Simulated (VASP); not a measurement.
Set up this calculation in VASP 6.6.1, as the native input.

```
Task                   : single point
Functional             : PBE
Potentials or basis    : VASP PAW PBE potentials, release 64 (K_sv, F)
Cutoff                 : 520 eV
k mesh                 : 8 × 8 × 8
Occupations            : gaussian, width 0.05 eV
Spin                   : no spin polarisation
Dipole correction      : no
Further INCAR settings : ALGO = Normal; EDIFF = 1e-06; NBANDS = 15
```

The structure of KF lies in POSCAR:

```
KF
1.0
    3.2063820164      0.0000000000      0.0000000000
    0.0000000000      3.2063820164      0.0000000000
    0.0000000000      0.0000000000      3.3667011172
K F
1 1
Direct
    0.0000000000      0.0000000000      0.0000000000
    0.5000000000      0.5000000000      0.5000000000
```

This cell differs from its parent crystal: ratio of the length along z to the lengths across it x 1.05, volume and fractional coordinates fixed.

One way to write it, as run:

INCAR

```
SYSTEM = KF
PREC     = Accurate       ! precision mode
ENCUT    = 520            ! plane-wave cutoff, eV
EDIFF    = 1E-6           ! SCF threshold, eV
ISMEAR   = 0              ! smearing method
SIGMA    = 0.05           ! smearing width, eV
LREAL    = .False.        ! projectors in reciprocal space
LASPH    = .True.         ! aspherical terms in the spheres
NELM     = 80             ! most SCF steps
ALGO     = Normal         ! electronic algorithm
ISIF     = 2              ! what is computed and relaxed
LWAVE    = .False.        ! write WAVECAR
LCHARG   = .False.        ! write CHGCAR
GGA      = PE             ! functional
NBANDS   = 15             ! bands
```

KPOINTS

```
Automatic mesh
0
Gamma
  8 8 8
  0 0 0
```

Potentials or basis: VASP PAW PBE potentials, release 64 (K_sv, F).

Run with:

```bash
$ cat potpaw_PBE.64/K_sv/POTCAR potpaw_PBE.64/F/POTCAR > POTCAR
$ mpirun -np 1 vasp_std > vasp.out
```

It gave:

| Quantity | Value |
| --- | --- |
| Pressure | 0.0 GPa |
| Band gap on the k mesh | 6.18 eV, indirect (least direct gap 6.23 eV) |

Wall time 34 s on 1 thread of Intel(R) Xeon(R) Platinum 8259CL CPU @ 2.50GHz (Skylake/Cascade Lake) (shared host), peak memory 0.16 GiB.
